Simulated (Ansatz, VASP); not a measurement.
**NbSi2 in VASP and in Ansatz**

```
Nb Si
1.0
     4.79400    0.00000    0.00000
    -2.39700    4.15173    0.00000
     0.00000    0.00000    6.58900
Nb Si
3 6
Direct
  0.50000 0.00000 0.00000
  0.50000 0.50000 0.66667
  0.00000 0.50000 0.33333
  0.16700 0.33400 0.00000
  0.83300 0.16700 0.66667
  0.66600 0.83300 0.33333
  0.83300 0.66600 0.00000
  0.16700 0.83300 0.66667
  0.33400 0.16700 0.33333
```

Alike in both runs: task relaxation of cell and atoms; functional LDA; k mesh 8 × 8 × 5; occupations fermi-dirac, width 0.1 eV; no spin polarisation.

```csv
,VASP,Ansatz
version,VASP 6.6.1,Ansatz 0.2.0
potentials or method,"VASP PAW LDA potentials, release 64 (Nb_sv, Si), cutoff 600 eV",PAW plane waves
valence electrons in the cell,63,63
```

VASP gave:

```
gap on the k mesh at the Fermi level, each at its own relaxed structure (eV) : none
relaxed volume (Å³/atom)                                                     : 14.16
relaxed length of the cell vector where the two differ most in proportion (Å)              : 6.537
```

Q: Estimate Ansatz's values.

A: gap on the k mesh at the Fermi level, each at its own relaxed structure (eV): none; relaxed volume (Å³/atom): 14.16; relaxed length of the cell vector where the two differ most in proportion (Å): 6.536.

Ansatz warns that its potentials were made for another functional, while VASP's fit it. LDA's correlation is that of Perdew and Zunger in VASP and of Perdew and Wang (1992) in Ansatz. A gap of «none» marks a metal or a gap that the smearing closes.
